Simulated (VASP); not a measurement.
# NbP (I4_1md) in VASP: settings compared

Aim: see how the results for NbP move with the level of theory and the settings. Levels: BLYP+D3(BJ), BLYP+D4, PBEsol+U. Tasks: single point.

All numbers are computed with VASP 6.6.1; they aren't measurements. Logs are shortened: lines on timing, memory, paths and dates and some standing lists are left out, and cuts for length are marked.

**1. The cell of the first run**

Symmetry: I4_1md, No. 109, tetragonal system. The conventional cell has a = 3.316 Å, b = 3.316 Å, c = 11.283 Å, α = 90.00°, β = 90.00°, γ = 90.00°. Nb (site symmetry 2mm) has 6 P at 2.52 Å and 8 Nb at 3.27 to 3.32 Å within 3.4 Å. Within 3.4 Å of P (site symmetry 2mm) lie 6 Nb at 2.52 Å and 8 P at 3.27 to 3.32 Å.

**2. Single point, BLYP+D3(BJ)**

File INCAR:

```
PREC     = Accurate       # precision mode
ENCUT    = 520            # plane-wave cutoff, eV
EDIFF    = 1E-6           # SCF threshold, eV
ISMEAR   = -1             # smearing method
SIGMA    = 0.05           # smearing width, eV
LREAL    = False          # projectors in reciprocal space
LASPH    = True           # aspherical terms in the spheres
NELM     = 80             # most SCF steps
ALGO     = Normal         # electronic algorithm
ISIF     = 2              # what is computed and relaxed
LWAVE    = False          # write WAVECAR
LCHARG   = False          # write CHGCAR
GGA      = B5             # functional
ALDAX    = 1.0          
AGGAX    = 1.0          
AGGAC    = 1.0          
ALDAC    = 0.0          
IVDW     = 12             # dispersion correction
VDW_S6   = 1.0          
VDW_S8   = 2.6996       
VDW_A1   = 0.4298       
VDW_A2   = 4.2359       
NBANDS   = 26             # bands
```

File KPOINTS:

```
Automatic mesh
0
Gamma
  11 11 11
```

File POSCAR:

```
NbP
1.0
   -1.6579293702      1.6579293702      5.6415153669
    1.6579293702     -1.6579293702      5.6415153669
    1.6579293702      1.6579293702     -5.6415153669
Nb P
2 2
Direct
    0.2501386567      0.7501386567      0.5000000000
    0.5001386567      0.5001386567      0.0000000000
    0.8324899133      0.3324899133      0.5000000000
    0.0824899133      0.0824899133      0.0000000000
```

Potentials or basis: VASP PAW PBE potentials, release 64 (Nb_sv, P).

Run with:

```console
cat potpaw_PBE.64/Nb_sv/POTCAR potpaw_PBE.64/P/POTCAR > POTCAR
mpirun -np 1 vasp_std > vasp.out
```

OUTCAR:

```text
PREC = Accurate
   ENCUT = 520
   EDIFF = 1E-6
   ISMEAR = -1
   LREAL = False
   LASPH = True
   NELM = 80
   ISIF = 2
   GGA = B5
   IVDW = 12
 IVDW          = 12

 ion  position               nearest neighbor table
   1  0.250  0.750  0.500-   4 2.52   4 2.52   3 2.52   3 2.52   3 2.52   3 2.52
   2  0.500  0.500  0.000-   3 2.52   3 2.52   4 2.52   4 2.52   4 2.52   4 2.52
   3  0.832  0.332  0.500-   2 2.52   2 2.52   1 2.52   1 2.52   1 2.52   1 2.52
   4  0.082  0.082  0.000-   1 2.52   1 2.52   2 2.52   2 2.52   2 2.52   2 2.52

  LATTYP: Found a body centered tetragonal cell.
 ALAT       =     3.3158587404
 C/A-ratio  =     3.4027477095

  Lattice vectors:

 A1 = (  -1.6579293702,   1.6579293702,   5.6415153669)
 A2 = (   1.6579293702,  -1.6579293702,   5.6415153669)
 A3 = (   1.6579293702,   1.6579293702,  -5.6415153669)

Analysis of symmetry for initial positions (statically):
=====================================================================
 Subroutine PRICEL returns:
 Original cell was already a primitive cell.

 Routine SETGRP: Setting up the symmetry group for a
 body centered tetragonal supercell.

 Subroutine GETGRP returns: Found  8 space group operations
 (whereof  4 operations were pure point group operations)
 out of a pool of 16 trial point group operations.

The static configuration has the point symmetry C_2v.
 The point group associated with its full space group is C_4v.

Analysis of symmetry for dynamics (positions and initial velocities):
=====================================================================
 Subroutine PRICEL returns:
 Original cell was already a primitive cell.

 Routine SETGRP: Setting up the symmetry group for a
 body centered tetragonal supercell.

 Subroutine GETGRP returns: Found  8 space group operations
 (whereof  4 operations were pure point group operations)
 out of a pool of 16 trial point group operations.

The dynamic configuration has the point symmetry C_2v.
 The point group associated with its full space group is C_4v.

 Subroutine INISYM returns: Found  8 space group operations
 (whereof  4 operations are pure point group operations),
 and found     1 'primitive' translations

----------------------------------------------------------------------------------------

                                     Primitive cell

  volume of cell :      62.0280

  direct lattice vectors                    reciprocal lattice vectors
    -1.657929370  1.657929370  5.641515367     0.000000000  0.301581002  0.088628669
     1.657929370 -1.657929370  5.641515367     0.301581002  0.000000000  0.088628669
     1.657929370  1.657929370 -5.641515367     0.301581002  0.301581002  0.000000000

  length of vectors
     6.109349820  6.109349820  6.109349820     0.314334442  0.314334442  0.426499943

  position of ions in fractional coordinates (direct lattice)
     0.250138657  0.750138657  0.500000000
     0.500138657  0.500138657  0.000000000
     0.832489913  0.332489913  0.500000000
     0.082489913  0.082489913  0.000000000

  ion indices of the primitive-cell ions
   primitive index   ion index
                 1           1
                 2           2
                 3           3
                 4           4

----------------------------------------------------------------------------------------

 KPOINTS: Automatic mesh

Automatic generation of k-mesh.
 Grid dimensions read from file:
 generate k-points for:   11   11   11

 Generating k-lattice:

  Cartesian coordinates                     Fractional coordinates (reciprocal lattice)
     0.000000000  0.027416455  0.008057152     0.090909091  0.000000000 -0.000000000
     0.027416455  0.000000000  0.008057152     0.000000000  0.090909091 -0.000000000
     0.027416455  0.027416455  0.000000000     0.000000000  0.000000000  0.090909091

  Length of vectors
     0.028575858  0.028575858  0.038772722

  Shift w.r.t. Gamma in fractional coordinates (k-lattice)
     0.000000000  0.000000000  0.000000000

 Subroutine IBZKPT returns following result:
 ===========================================

 Found    126 irreducible k-points:

 Following reciprocal coordinates:
            Coordinates               Weight
  0.000000  0.000000  0.000000      1.000000
  0.090909 -0.000000  0.000000      8.000000
  0.181818  0.000000 -0.000000      8.000000
  0.272727  0.000000 -0.000000      8.000000
  0.363636  0.000000  0.000000      8.000000
  0.454545  0.000000 -0.000000      8.000000
[... 16 lines left out ...]
 -0.272727  0.181818  0.000000     16.000000
 -0.181818  0.181818  0.000000      4.000000
 [... further k-points ...]
   k-points           NKPTS =    126   k-points in BZ     NKDIM =    126   number of bands    NBANDS=     26
   number of dos      NEDOS =    301   number of ions     NIONS =      4
   total plane-waves  NPLWV = 110592
   dimension x,y,z NGX =    48 NGY =   48 NGZ =   48
   dimension x,y,z NGXF=    96 NGYF=   96 NGZF=   96
[... 38 lines left out ...]
   GGA     = B5    functional components
   LHFCALC =     F    Hartree Fock is set to
   AEXX    =    0.0000 exact exchange contribution
   IVDW    =    12    specifies the selected vdW correction
   LEPSILON=     F    determine dielectric tensor
   LRPA    =     F    only Hartree local field effects (RPA)
 non-spin polarized calculation
  energy-cutoff  :      520.00
  volume of cell :       62.03
 maximum number of plane-waves:      1692
 NGX is ok and might be reduce to    48
   NGX = 23   NGY = 23   NGZ = 23

 number of electron      36.0000001 magnetization

 Free energy of the ion-electron system (eV)
  ---------------------------------------------------
  ext. energy  EPLUGINS =         0.00000000
  ---------------------------------------------------
  free energy    TOTEN  =       -30.41048874 eV

  energy without entropy =      -30.40456981  energy(sigma->0) =      -30.40752928

 E-fermi :  11.5667     XC(G=0): -11.5018

 val. band max:       11.5477475563   @ k =  -0.3636   0.4545   0.3636
 cond. band min:      11.5813907532   @ k =  -0.0909   0.4545   0.0909
 fundamental gap:      0.0336431969
 Fermi energy:        11.5666918907

 k-point     1 :       0.0000    0.0000    0.0000
  band No.  band energies     occupation
      1     -43.1795      2.00000
      2     -43.1336      2.00000
      3     -19.5977      2.00000
      4     -19.3637      2.00000
      5     -19.3637      2.00000
      6     -19.2081      2.00000
[... 18 lines left out ...]
     25      15.7717      0.00000
     26      15.7717      0.00000

 k-point     2 :       0.0909   -0.0000    0.0000
  band No.  band energies     occupation
      1     -43.1771      2.00000
      2     -43.1327      2.00000
      3     -19.5892      2.00000
      4     -19.3882      2.00000
      5     -19.3617      2.00000
      6     -19.2326      2.00000
[... 18 lines left out ...]
     25      15.8410      0.00000
     26      16.1716      0.00000

 k-point     3 :       0.1818    0.0000   -0.0000
  band No.  band energies     occupation
      1     -43.1708      2.00000
      2     -43.1305      2.00000
      3     -19.5690      2.00000
      4     -19.4496      2.00000
      5     -19.3565      2.00000
      6     -19.2933      2.00000
[... 18 lines left out ...]
     25      16.2705      0.00000
     26      17.0233      0.00000

 k-point     4 :       0.2727    0.0000   -0.0000
  band No.  band energies     occupation
      1     -43.1622      2.00000
      2     -43.1280      2.00000
      3     -19.5772      2.00000
      4     -19.4950      2.00000
      5     -19.3647      2.00000
      6     -19.3495      2.00000
[... 18 lines left out ...]
     25      16.5090      0.00000
     26      17.7943      0.00000
[... 496 lines left out ...]
      1     -43.1479      2.00000
      2     -43.1207      2.00000
      3     -19.6249      2.00000
      4     -19.4872      2.00000
      5     -19.4271      2.00000
      6     -19.3983      2.00000
[... 18 lines left out ...]
     25      16.3743      0.00000
     26      18.0358      0.00000

 k-point    23 :      -0.2727    0.1818    0.0000
  band No.  band energies     occupation
      1     -43.1561      2.00000
      2     -43.1226      2.00000
      3     -19.5637      2.00000
      4     -19.4926      2.00000
      5     -19.4246      2.00000
      6     -19.3582      2.00000
[... 18 lines left out ...]
     25      16.4284      0.00000
     26      17.5748      0.00000

 k-point    24 :      -0.1818    0.1818    0.0000
  band No.  band energies     occupation
      1     -43.1640      2.00000
      2     -43.1258      2.00000
      3     -19.5551      2.00000
      4     -19.4536      2.00000
      5     -19.4254      2.00000
      6     -19.2930      2.00000
[... 18 lines left out ...]
     25      15.8929      0.00000
     26      17.1556      0.00000

 [... further k-points ...]

------------------------ aborting loop because EDIFF is reached ----------------------------------------

 Edisp (eV)   -5.89114

 E8    (eV) :    -4.3521

  FORCE on cell =-STRESS in cart. coord.  units (eV):
  Direction    XX          YY          ZZ          XY          YZ          ZX
  --------------------------------------------------------------------------------------
  -------------------------------------------------------------------------------------
  Total       0.00285     0.00285    -0.00319     0.00000     0.00000     0.00000
  in kB       0.07355     0.07355    -0.08232     0.00000     0.00000     0.00000
  external pressure =        0.02 kB  Pullay stress =        0.00 kB

 VOLUME and BASIS-vectors are now :
 -----------------------------------------------------------------------------
  energy-cutoff  :      520.00
  volume of cell :       62.03
      direct lattice vectors                 reciprocal lattice vectors
    -1.657929370  1.657929370  5.641515367     0.000000000  0.301581002  0.088628669
     1.657929370 -1.657929370  5.641515367     0.301581002  0.000000000  0.088628669
     1.657929370  1.657929370 -5.641515367     0.301581002  0.301581002  0.000000000

 POSITION                                       TOTAL-FORCE (eV/Angst)
 -----------------------------------------------------------------------------------
      1.65793      0.00000      2.82232        -0.000000      0.000000      0.000560
      0.00000      0.00000      5.64308         0.000000     -0.000000      0.000560
     -0.00000      1.65793      3.75149         0.000000      0.000000     -0.000560
      0.00000      0.00000      0.93074         0.000000      0.000000     -0.000560
 -----------------------------------------------------------------------------------
    total drift:                                0.000000      0.000000      0.000189

  FREE ENERGIE OF THE ION-ELECTRON SYSTEM (eV)
  ---------------------------------------------------
  free  energy   TOTEN  =       -36.3016308065 eV

  energy  without entropy=      -36.2957118773  energy(sigma->0) =      -36.29867134
```

It took 4 min on 1 thread of Intel Xeon 6975P-C (Granite Rapids), shared host; peak memory 0.43 GiB.

Results:

```
Free energy                : -36.3016 eV
Pressure                   : 0.0 GPa
Band gap on the k mesh     : 0.03 eV (least direct gap 0.05 eV)
Dispersion energy per atom : -1.473 eV
```

Caveat: the PAW data sets were made with another functional, which shifts forces and pressure a little; an odd mesh through Γ misses points on the zone boundary, where band edges can lie.

**3. Single point, BLYP+D4**

This run uses another cell than the first one, of 16.08 Å³/atom.

File INCAR:

```
PREC = Accurate
ENCUT = 520
EDIFF = 1E-7
ISMEAR = -1
SIGMA = 0.05
LREAL = F
LASPH = T
NELM = 80
ALGO = Normal
ISIF = 2
LWAVE = F
LCHARG = F
GGA = B5
ALDAX = 1.0
AGGAX = 1.0
AGGAC = 1.0
ALDAC = 0.0
IVDW = 13
VDW_S6 = 1.0
VDW_S8 = 2.34076671
VDW_A1 = 0.44488865
VDW_A2 = 4.0933009
NBANDS = 26
```

File KPOINTS:

```
regular mesh
0
Gamma
  11 11 11
```

File POSCAR:

```
NbP
1.0
   -1.6744493730      1.6744493730      5.7359792139
    1.6744493730     -1.6744493730      5.7359792139
    1.6744493730      1.6744493730     -5.7359792139
Nb P
2 2
Direct
    0.2499171972      0.7499171972      0.5000000000
    0.4999171972      0.4999171972      0.0000000000
    0.8327113728      0.3327113728      0.5000000000
    0.0827113728      0.0827113728      0.0000000000
```

Potentials or basis: VASP PAW PBE potentials, release 64 (Nb_sv, P).

Run with:

```console
cat potpaw_PBE.64/Nb_sv/POTCAR potpaw_PBE.64/P/POTCAR > POTCAR
mpirun -np 1 vasp_std > vasp.out
```

It took 4.9 min on 1 thread of Intel Xeon 6975P-C (Granite Rapids), shared host; peak memory 0.43 GiB.

Results (log left out):

* Free energy: -33.7900 eV
* Pressure: 0.0 GPa
* Band gap on the k mesh: zero (filled and empty bands touch)
* Dispersion energy per atom: -0.803 eV

Levels at points of the mesh, in eV from the Fermi level:
| k point | band 16 | band 17 | band 18 | band 19 | band 20 | band 21 |
| --- | --- | --- | --- | --- | --- | --- |
| (0.00, 0.00, 0.00) | -1.66 | -1.37 | -1.37 | 0.80 | 1.55 | 2.63 |

Caveat: the PAW data sets were made with another functional, which shifts forces and pressure a little.

**4. Single point, PBEsol+U**

This run uses another cell than the first one, of 16.10 Å³/atom.

File INCAR:

```
SYSTEM = NbP
ALGO = Normal ; EDIFF = 1E-6
ENCUT = 520 ; GGA = PS
ISIF = 2 ; ISMEAR = -1
LASPH = .True. ; LCHARG = .False.
LDAU = .True. ; LDAUJ = 0 0
LDAUL = 2 -1 ; LDAUPRINT = 1
LDAUTYPE = 2 ; LDAUU = 4 0
LMAXMIX = 4 ; LREAL = .False.
LWAVE = .False. ; NBANDS = 26
NELM = 150 ; PREC = Accurate
SIGMA = 0.05
```

File KPOINTS:

```
k-points
0
Gamma
  11 11 11
  0 0 0
```

File POSCAR:

```
NbP
1.0
   -1.6749232544      1.6749232544      5.7401081759
    1.6749232544     -1.6749232544      5.7401081759
    1.6749232544      1.6749232544     -5.7401081759
Nb P
2 2
Direct
    0.2498808000      0.7498808000      0.5000000000
    0.4998808000      0.4998808000      0.0000000000
    0.8327477700      0.3327477700      0.5000000000
    0.0827477700      0.0827477700      0.0000000000
```

Run with:

```console
cat potpaw_PBE.64/Nb_sv/POTCAR potpaw_PBE.64/P/POTCAR > POTCAR
mpirun -np 1 vasp_std > vasp.out
```

Wall time 13 min (1 thread of Intel Xeon 8259CL, shared host); peak memory 0.43 GiB.

It converged, with:

```yaml
Free_energy: -30.6626 eV
Pressure: -0.7 GPa
Largest_force: 0.005 eV/Å
Band_gap_on_the_k_mesh: zero (bands 18 and 19 overlap by 0.02 eV)
```

Forces on the atoms (eV/Å):
```
Nb   0.000  0.000  0.005
Nb   0.000  0.000  0.005
P    0.000  0.000 -0.005
P    0.000  0.000 -0.005
```

Stress tensor (GPa, compression positive):
```
-0.47  0.00  0.00
 0.00 -0.47  0.00
 0.00  0.00 -1.16
```

Levels at points of the mesh, in eV from the Fermi level:
| k point | band 15 | band 16 | band 17 | band 18 | band 19 | band 20 | band 21 | band 22 |
| --- | --- | --- | --- | --- | --- | --- | --- | --- |
| (0.00, 0.00, 0.00) | -2.22 | -1.77 | -1.49 | -1.49 | 0.91 | 1.71 | 2.57 | 3.09 |

Eigenvalues of the final occupation matrices:
```tsv
site	spin	trace	eigenvalues
site 1 d	1	1.08	0.20 0.21 0.22 0.22 0.23
site 1 d	2	1.08	0.20 0.21 0.22 0.22 0.23
site 2 d	1	1.08	0.20 0.21 0.22 0.22 0.23
site 2 d	2	1.08	0.20 0.21 0.22 0.22 0.23
```

Caveat: the PAW data sets were made with another functional, which shifts forces and pressure a little; U without spin polarisation on a metal has little footing; the U is typed as a test and isn't derived for this compound.

**5. Single point, PBEsol+U**

This run uses another cell than the first one, of 16.10 Å³/atom.

File INCAR:

```
SYSTEM = NbP
ALGO     = Normal         ! electronic algorithm
EDIFF    = 1E-6           ! SCF threshold, eV
ENCUT    = 520            ! plane-wave cutoff, eV
GGA      = PS             ! functional
ISIF     = 2              ! what is computed and relaxed
ISMEAR   = -1             ! smearing method
LASPH    = .True.         ! aspherical terms in the spheres
LCHARG   = .False.        ! write CHGCAR
LDAU     = .True.         ! DFT+U
LDAUJ    = 0 0          
LDAUL    = 2 -1           ! shell
LDAUPRINT= 1            
LDAUTYPE = 2            
LDAUU    = 6 0            ! U, eV
LMAXMIX  = 4              ! l up to which the mixer works
LREAL    = .False.        ! projectors in reciprocal space
LWAVE    = .False.        ! write WAVECAR
NBANDS   = 26             ! bands
NELM     = 150            ! most SCF steps
PREC     = Accurate       ! precision mode
SIGMA    = 0.05           ! smearing width, eV
```

KPOINTS is that of step 4.

POSCAR is that of step 4.

Run with:

```console
cat potpaw_PBE.64/Nb_sv/POTCAR potpaw_PBE.64/P/POTCAR > POTCAR
mpirun -np 1 vasp_std > vasp.out
```

Wall time 12 min (1 thread of Intel Xeon 8259CL, shared host); peak memory 0.44 GiB.

Results (log left out):

- Free energy: -27.3663 eV
- Pressure: 2.3 GPa
- Band gap on the k mesh: zero (bands 18 and 19 overlap by 0.06 eV)

Stress tensor (GPa, compression positive):
```
2.58 0.00 0.00
0.00 2.58 0.00
0.00 0.00 1.72
```

Levels at points of the mesh, in eV from the Fermi level:
```csv
k point,band 15,band 16,band 17,band 18,band 19,band 20,band 21,band 22
"(0.00, 0.00, 0.00)",-2.27,-1.80,-1.58,-1.58,0.96,1.77,2.52,3.02
```

Eigenvalues of the final occupation matrices:
| site | spin | trace | eigenvalues |
| --- | --- | --- | --- |
| site 1 d | 1 | 1.01 | 0.18 0.19 0.21 0.21 0.21 |
| site 1 d | 2 | 1.01 | 0.18 0.19 0.21 0.21 0.21 |
| site 2 d | 1 | 1.01 | 0.18 0.19 0.21 0.21 0.21 |
| site 2 d | 2 | 1.01 | 0.18 0.19 0.21 0.21 0.21 |

Caveat: the PAW data sets were made with another functional, which shifts forces and pressure a little; U without spin polarisation on a metal has little footing; the U is typed as a test and isn't derived for this compound.

**6. Summary**

| level | U | cell | gap on the mesh (eV) | pressure (GPa) |
| --- | --- | --- | --- | --- |
| BLYP+D3(BJ) | - | a = 6.109 Å, angles 148.5, 148.5, 45.1°, 4 atoms | 0.03 | 0.0 |
| BLYP+D4 | - | a = 6.206 Å, angles 148.7, 148.7, 44.9°, 4 atoms | none | 0.0 |
| PBEsol+U | Nb d U = 4.0 eV | a = 6.210 Å, angles 148.7, 148.7, 44.8°, 4 atoms | none | -0.7 |
| PBEsol+U | Nb d U = 6.0 eV | a = 6.210 Å, angles 148.7, 148.7, 44.8°, 4 atoms | none | 2.3 |

Alike in all rows: task single point; potentials or basis VASP PAW PBE potentials, release 64 (Nb_sv, P); no spin polarisation; k mesh 11 × 11 × 11; cutoff (eV) 520; smearing fermi-dirac 0.05 eV.

Caveats: the PAW data sets were made with another functional, which shifts forces and pressure a little; U without spin polarisation on a metal has little footing (at least some runs); the U is typed as a test and isn't derived for this compound (at least some runs); an odd mesh through Γ misses points on the zone boundary, where band edges can lie (at least some runs).

Absolute energies hang on the potentials; compare differences alone.
